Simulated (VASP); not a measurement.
Write the native input for VASP 6.6.1 that does the following.

* Task: single point
* Functional: PBEsol
* Potentials or basis: VASP PAW PBE potentials, release 64 (In_d, Sb)
* Cutoff: 520 eV
* k mesh: 6 × 6 × 2
* Occupations: fermi-dirac, width 0.02 eV
* Spin: no spin polarisation
* Dipole correction: no
* Further INCAR settings: ALGO = Normal; EDIFF = 1e-06; NBANDS = 26

The structure of InSb lies in POSCAR:

```
InSb
1.0
    4.2266237080      0.0000000000      0.0000000000
   -2.1133118540      3.6603635034      0.0000000000
    0.0000000000      0.0000000000      7.3709482320
In Sb
2 2
Direct
    0.0000000000      0.0000000000      0.0000000000
    0.0000000000      0.0000000000      0.5000000000
    0.3333333333      0.6666666667      0.2500000000
    0.6666666667      0.3333333333      0.7500000000
```

One way to write it, as run:

INCAR

```
PREC = Accurate
ENCUT = 520
EDIFF = 1E-6
ISMEAR = -1
SIGMA = 0.02
LREAL = False
LASPH = True
NELM = 60
ALGO = Normal
ISIF = 2
LWAVE = False
LCHARG = True
GGA = PS
LELF = True
LVHAR = True
NBANDS = 26
```

KPOINTS

```
regular mesh
0
Gamma
  6 6 2
```

Potentials or basis: VASP PAW PBE potentials, release 64 (In_d, Sb).

Command:

```console
$ cat potpaw_PBE.64/In_d/POTCAR potpaw_PBE.64/Sb/POTCAR > POTCAR
$ mpirun -np 1 vasp_std > vasp.out
```

It gave:

* Pressure: -1.5 GPa
* Band gap on the k mesh: zero (band 18 reaches 7.41 eV, above the bottom of band 19 at 4.29 eV)

Caveat: the k points lie up to 0.43 Å⁻¹ apart; the PAW data sets were made with another functional, which shifts forces and pressure a little; spin-orbit coupling is left out, which moves the levels of the heavy elements.

Run time: 15 s on 1 thread of Intel(R) Xeon(R) 6975P-C (Granite Rapids) (shared host), peak memory 0.23 GiB.
